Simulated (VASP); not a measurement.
# NaF (Fm-3m) in VASP: a series of runs, part 2 of 2

VASP 6.6.1. Earlier steps stand in the parts before.

### 4 Single point, PBEsol (strain +0.030 along x and y, +0.030 along z)

INCAR

```
ALGO = Normal
EDIFF = 1E-7
ENCUT = 520
GGA = PS
ISIF = 2
ISMEAR = 0
LASPH = T
LCHARG = F
LREAL = F
LWAVE = F
NBANDS = 14
NELM = 100
PREC = Accurate
SIGMA = 0.05
```

KPOINTS

```
k-points
0
Gamma
  8 8 8
```

POSCAR

```
NaF
1.0
    0.0000000000      2.3929990000      2.3929990000
    2.3929990000      0.0000000000      2.3929990000
    2.3929990000      2.3929990000      0.0000000000
Na F
1 1
Direct
    0.0000000000      0.0000000000      0.0000000000
    0.5000000000      0.5000000000      0.5000000000
```

Potentials or basis: VASP PAW PBE potentials, release 64 (Na_pv, F).

The run is started by

```bash
$ cat potpaw_PBE.64/Na_pv/POTCAR potpaw_PBE.64/F/POTCAR > POTCAR
$ mpirun -np 1 vasp_std > vasp.out
```

OUTCAR:

```text
EDIFF = 1E-7
   ENCUT = 520
   GGA = PS
   ISIF = 2
   ISMEAR = 0
   LASPH = T
   LREAL = F
   NELM = 100
   PREC = Accurate

 ion  position               nearest neighbor table
   1  0.000  0.000  0.000-
   2  0.500  0.500  0.500-

  LATTYP: Found a face centered cubic cell.
 ALAT       =     4.7859980000

  Lattice vectors:

 A1 = (   0.0000000000,   2.3929990000,   2.3929990000)
 A2 = (   2.3929990000,   0.0000000000,   2.3929990000)
 A3 = (   2.3929990000,   2.3929990000,   0.0000000000)

Analysis of symmetry for initial positions (statically):
=====================================================================
 Subroutine PRICEL returns:
 Original cell was already a primitive cell.

 Routine SETGRP: Setting up the symmetry group for a
 face centered cubic supercell.

 Subroutine GETGRP returns: Found 48 space group operations
 (whereof 48 operations were pure point group operations)
 out of a pool of 48 trial point group operations.

The static configuration has the point symmetry O_h .

Analysis of symmetry for dynamics (positions and initial velocities):
=====================================================================
 Subroutine PRICEL returns:
 Original cell was already a primitive cell.

 Routine SETGRP: Setting up the symmetry group for a
 face centered cubic supercell.

 Subroutine GETGRP returns: Found 48 space group operations
 (whereof 48 operations were pure point group operations)
 out of a pool of 48 trial point group operations.

The dynamic configuration has the point symmetry O_h .

 Subroutine INISYM returns: Found 48 space group operations
 (whereof 48 operations are pure point group operations),
 and found     1 'primitive' translations

----------------------------------------------------------------------------------------

                                     Primitive cell

  volume of cell :      27.4068

  direct lattice vectors                    reciprocal lattice vectors
     0.000000000  2.392999000  2.392999000    -0.208942837  0.208942837  0.208942837
     2.392999000  0.000000000  2.392999000     0.208942837 -0.208942837  0.208942837
     2.392999000  2.392999000  0.000000000     0.208942837  0.208942837 -0.208942837

  length of vectors
     3.384211641  3.384211641  3.384211641     0.361899610  0.361899610  0.361899610

  position of ions in fractional coordinates (direct lattice)
     0.000000000  0.000000000  0.000000000
     0.500000000  0.500000000  0.500000000

  ion indices of the primitive-cell ions
   primitive index   ion index
                 1           1
                 2           2

----------------------------------------------------------------------------------------

 KPOINTS: k-points

Automatic generation of k-mesh.
 Grid dimensions read from file:
 generate k-points for:    8    8    8

 Generating k-lattice:

  Cartesian coordinates                     Fractional coordinates (reciprocal lattice)
    -0.026117855  0.026117855  0.026117855     0.125000000  0.000000000  0.000000000
[... 21 lines left out ...]
  0.125000  0.125000  0.000000      6.000000
[... 16 lines left out ...]
  0.500000  0.250000  0.125000     48.000000
 -0.375000  0.250000  0.125000     24.000000
 [... further k-points ...]
   k-points           NKPTS =     29   k-points in BZ     NKDIM =     29   number of bands    NBANDS=     14
   number of dos      NEDOS =    301   number of ions     NIONS =      2
   total plane-waves  NPLWV =  21952
   dimension x,y,z NGX =    28 NGY =   28 NGZ =   28
   dimension x,y,z NGXF=    56 NGYF=   56 NGZF=   56
   ions per type =               1   1
   NGX,Y,Z   is equivalent  to a cutoff of  13.75, 13.75, 13.75 a.u.
   NGXF,Y,Z  is equivalent  to a cutoff of  27.51, 27.51, 27.51 a.u.
 SYSTEM =  unknown system
   PREC   = accura    normal or accurate (medium, high low for compatibility)
   ISTART =      0    job   : 0-new  1-cont  2-samecut
   ICHARG =      2    charge: 1-file 2-atom 10-const
   ISPIN  =      1    spin polarized calculation?
   LNONCOLLINEAR =      F non collinear calculations
   LSORBIT =      F    spin-orbit coupling
   LASPH  =      T    aspherical Exc in radial PAW
   ENCUT  =  520.0 eV  38.22 Ry    6.18 a.u.   6.29  6.29  6.29*2*pi/ulx,y,z
   NELM   =    100;   NELMIN=  2; NELMDL= -5     # of ELM steps
   EDIFF  = 0.1E-06   stopping-criterion for ELM
   LREAL  =      F    real-space projection
   EDIFFG = 0.1E-05   stopping-criterion for IOM
   NSW    =      0    number of steps for IOM
   IBRION =     -1    ionic relax: 0-MD 1-quasi-New 2-CG
   NFREE  =      0    steps in history (QN), initial steepest desc. (CG)
   ISIF   =      2    stress and relaxation
   ISYM   =      2    0-nonsym 1-usesym 2-fastsym
   POTIM  = 0.5000    time-step for ionic-motion
   TEBEG  =    0.0;   TEEND  =   0.0 temperature during run
   PSTRESS=    0.0 pullay stress
   NELECT =      14.0000    total number of electrons
   NUPDOWN=      -1.0000    fix difference up-down
   EMIN   =  10.00;   EMAX   =-10.00  energy-range for DOS
   EFERMI =   0.00;   METHOD = LEGACY
   ISMEAR =     0;   SIGMA  =   0.05  broadening in eV -4-tet -1-fermi 0-gaus
   EFERMI_NEDOS =   21; number of points for ismear=-14 and -15
   IALGO  =     38    algorithm
   IMIX   =      4    mixing-type and parameters
     AMIX     =   0.40;   BMIX     =  1.00
     AMIX_MAG =   1.60;   BMIX_MAG =  1.00
  volume/ion in A,a.u.               =      13.70        92.47
  Fermi-wavevector in a.u.,A,eV,Ry     =   1.308675  2.473036 23.301734  1.712629
  Thomas-Fermi vector in A             =   2.439325
   LORBIT       =      0    0 simple, 1 ext, 2 COOP (PROOUT), +10 PAW based schemes
   GGA     = PS    functional components
   LHFCALC =     F    Hartree Fock is set to
   AEXX    =    0.0000 exact exchange contribution
   IVDW    =     0    specifies the selected vdW correction
   LEPSILON=     F    determine dielectric tensor
   LRPA    =     F    only Hartree local field effects (RPA)
 non-spin polarized calculation
 Gauss-broadening in eV      SIGMA  =   0.05
  energy-cutoff  :      520.00
  volume of cell :       27.41
 maximum number of plane-waves:       754
 NGX is ok and might be reduce to    28
   NGX = 13   NGY = 13   NGZ = 13

 number of electron      13.9999987 magnetization

 Free energy of the ion-electron system (eV)
  ---------------------------------------------------
  ext. energy  EPLUGINS =         0.00000000
  ---------------------------------------------------
  free energy    TOTEN  =        -8.73758153 eV

  energy without entropy =       -8.73758153  energy(sigma->0) =       -8.73758153

 E-fermi :  -2.2770     XC(G=0):  -8.8590

 val. band max:       -2.5570356816   @ k =   0.0000   0.0000   0.0000
 cond. band min:       3.1336934787   @ k =   0.0000   0.0000   0.0000
 fundamental gap:      5.6907291603
 Fermi energy:        -2.2770468397

 k-point     1 :       0.0000    0.0000    0.0000
  band No.  band energies     occupation
      1     -21.6271      2.00000
      2     -21.6271      2.00000
      3     -21.6271      2.00000
      4     -21.4628      2.00000
      5      -2.5570      2.00000
      6      -2.5570      2.00000
      7      -2.5570      2.00000
      8       3.1337      0.00000
      9      15.6116      0.00000
     10      15.6116      0.00000
     11      15.6116      0.00000
     12      18.1039      0.00000
     13      20.3810      0.00000
     14      20.3810      0.00000
[... 377 lines left out ...]
      1     -22.0582      2.00000
      2     -21.6673      2.00000
      3     -21.6501      2.00000
      4     -20.9011      2.00000
      5      -3.7252      2.00000
      6      -3.0680      2.00000
      7      -2.8470      2.00000
      8       8.4497      0.00000
      9       9.2713      0.00000
     10      13.4868      0.00000
     11      15.2180      0.00000
     12      18.4219      0.00000
     13      19.4017      0.00000
     14      23.8593      0.00000

 [... further k-points ...]

------------------------ aborting loop because EDIFF is reached ----------------------------------------

  FORCE on cell =-STRESS in cart. coord.  units (eV):
  Direction    XX          YY          ZZ          XY          YZ          ZX
  --------------------------------------------------------------------------------------
  -------------------------------------------------------------------------------------
  Total       -0.6710958     -0.6710958     -0.6710958     -0.0000000      0.0000000      0.0000000
  in kB      -39.2317383    -39.2317383    -39.2317383     -0.0000000      0.0000000      0.0000000
  external PRESSURE =     -39.2317383 kB  Pullay stress =       0.0000000 kB

 VOLUME and BASIS-vectors are now :
 -----------------------------------------------------------------------------
  energy-cutoff  :      520.00
  volume of cell :       27.41
      direct lattice vectors                 reciprocal lattice vectors
     0.000000000  2.392999000  2.392999000    -0.208942837  0.208942837  0.208942837
     2.392999000  0.000000000  2.392999000     0.208942837 -0.208942837  0.208942837
     2.392999000  2.392999000  0.000000000     0.208942837  0.208942837 -0.208942837

 POSITION                                       TOTAL-FORCE (eV/Angst)
 -----------------------------------------------------------------------------------
      0.00000      0.00000      0.00000         0.000000      0.000000     -0.000000
      2.39300      2.39300      2.39300        -0.000000     -0.000000      0.000000
 -----------------------------------------------------------------------------------
    total drift:                                0.000000      0.000000      0.000000

  FREE ENERGIE OF THE ION-ELECTRON SYSTEM (eV)
  ---------------------------------------------------
  free  energy   TOTEN  =        -8.7375815337 eV

  energy  without entropy=       -8.7375815337  energy(sigma->0) =       -8.73758153
```

OSZICAR:

```text
N       E                     dE             d eps       ncg     rms          rms(c)
DAV:   1     0.108887535001E+03    0.10889E+03   -0.76598E+03   818   0.117E+03
DAV:   2    -0.379612606441E+01   -0.11268E+03   -0.10457E+03   902   0.333E+02
DAV:   3    -0.947848752544E+01   -0.56824E+01   -0.56721E+01  1010   0.690E+01
DAV:   4    -0.953037600299E+01   -0.51888E-01   -0.51887E-01   908   0.704E+00
DAV:   5    -0.953094023748E+01   -0.56423E-03   -0.56422E-03   986   0.739E-01    0.494E+00
DAV:   6    -0.875510205421E+01    0.77584E+00   -0.27847E+00   956   0.139E+01    0.190E+00
DAV:   7    -0.873797562124E+01    0.17126E-01   -0.30895E-02   842   0.213E+00    0.104E+00
DAV:   8    -0.873709276276E+01    0.88286E-03   -0.29710E-02   884   0.399E+00    0.160E-01
DAV:   9    -0.873766479457E+01   -0.57203E-03   -0.44189E-03   980   0.661E-01    0.120E-01
DAV:  10    -0.873759226944E+01    0.72525E-04   -0.13097E-03   914   0.323E-01    0.364E-02
DAV:  11    -0.873758065961E+01    0.11610E-04   -0.90840E-05   908   0.143E-01    0.461E-03
DAV:  12    -0.873758152611E+01   -0.86650E-06   -0.64081E-06   938   0.269E-02    0.265E-03
DAV:  13    -0.873758153372E+01   -0.76104E-08   -0.71597E-07   902   0.732E-03
   1 F= -.87375815E+01 E0= -.87375815E+01  d E =-.399084E-17
```

Wall time 32 s (1 thread of AMD EPYC 7R13, shared host); peak memory 0.12 GiB.

What came out:

| Item | Value |
| --- | --- |
| Free energy | -8.7376 eV |
| Pressure | -3.9 GPa |
| Band gap on the k mesh | 5.69 eV |

Caveat: the cell differs from its parent crystal (strain +0.030 along x and y, +0.030 along z); the cell stands under tension; the PAW data sets were made with another functional, which shifts forces and pressure a little.

### 5 Summary

```csv
cell,gap on the mesh (eV),pressure (GPa)
"a = 3.187 Å, angles 60.0°, 2 atoms",6.62,4.7
"a = 3.236 Å, angles 60.0°, 2 atoms",6.36,1.7
"a = 3.384 Å, angles 60.0°, 2 atoms",5.69,-3.9
```

Alike in all rows: task single point; level PBEsol; potentials or basis VASP PAW PBE potentials, release 64 (Na_pv, F); no spin polarisation; k mesh 8 × 8 × 8; cutoff (eV) 520; smearing gaussian 0.05 eV.

Caveats: the PAW data sets were made with another functional, which shifts forces and pressure a little; the cell stands under pressure (at least some runs); the cell stands under tension (at least some runs).

Total energies depend on the potentials used, so only differences within one code and one set of settings carry meaning.
